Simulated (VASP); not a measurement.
CsRe: single point with PBE

The system is CsRe.

```
Cs Re
1.0
     3.68935    0.00000    0.00000
    -1.84468    3.19507    0.00000
     0.00000    0.00000    5.63144
Cs Re
1 1
Cartesian
  -0.0223 0.0567 2.7845
  0.0075 0.0510 0.0012
```

- Program: VASP 6.6.1
- Task: single point
- Functional: PBE
- Potentials or basis: VASP PAW PBE potentials, release 64 (Cs_sv, Re)
- Cutoff: 520 eV
- k mesh: 11 × 11 × 7
- Occupations: fermi-dirac, width 0.1 eV
- Spin: no spin polarisation

```yaml
Pressure: -7.6 GPa
Largest_force: 0.219 eV/Å
Band_gap_on_the_k_mesh: zero (bands 8 and 9 overlap by 0.90 eV)
```

Forces in eV/Å, atoms in the order of the input:
```
Cs  -0.034  0.006  0.216
Re   0.034 -0.006 -0.216
```

Stress tensor (GPa, compression positive):
```
-12.15   0.00  -0.02
  0.00 -12.16   0.00
 -0.02   0.00   1.53
```

Levels at points of the mesh, in eV from the Fermi level:
```
           k point  band 6  band 7  band 8  band 9  band 10  band 11
(0.00, 0.00, 0.00)   -1.39   -0.22   -0.22   -0.07    -0.07     1.89
```

It took 13 min on 1 thread of Oxide Virtual Turin-like Processor, on a shared host, peak memory 0.51 GiB.

Caveat: the stress differs along the axes, from -12 to 2 GPa; spin-orbit coupling is left out, which moves the levels of the heavy elements.
